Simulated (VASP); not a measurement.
Tc, 1 atom in the cell. It takes space group Im-3m (No. 229, cubic). Conventional cell: a = 3.082 Å, b = 3.082 Å, c = 3.082 Å, α = 90.00°, β = 90.00°, γ = 90.00°. Within 3.5 Å of Tc (site symmetry m-3m) lie 14 Tc at 2.67 to 3.08 Å. This isn't the form of Tc at room conditions, which is hcp.

* Program: VASP 6.6.1
* Task: single point
* Functional: PBE
* Potentials or basis: VASP PAW PBE potentials, release 64 (Tc_pv)
* Cutoff: 520 eV
* k mesh: 15 × 15 × 15
* Occupations: fermi-dirac, width 0.136057 eV
* Spin: no spin polarisation
* Dipole correction: no
* Further INCAR settings: ALGO = Normal; EDIFF = 1e-06; NBANDS = 12

Potentials or basis: VASP PAW PBE potentials, release 64 (Tc_pv).

The run is started by

```bash
$ cat potpaw_PBE.64/Tc_pv/POTCAR > POTCAR
$ mpirun -np 1 vasp_std > vasp.out
```

Hardware: 1 thread of Intel Xeon 8259CL, on a shared host.

**Question.** Estimate the wall time of this run.

**Answer.** Run time: 22 s on 1 thread of Intel Xeon 8259CL, with other jobs on the host, peak memory 0.14 GiB. Counts: scf iterations 11, k points 120.
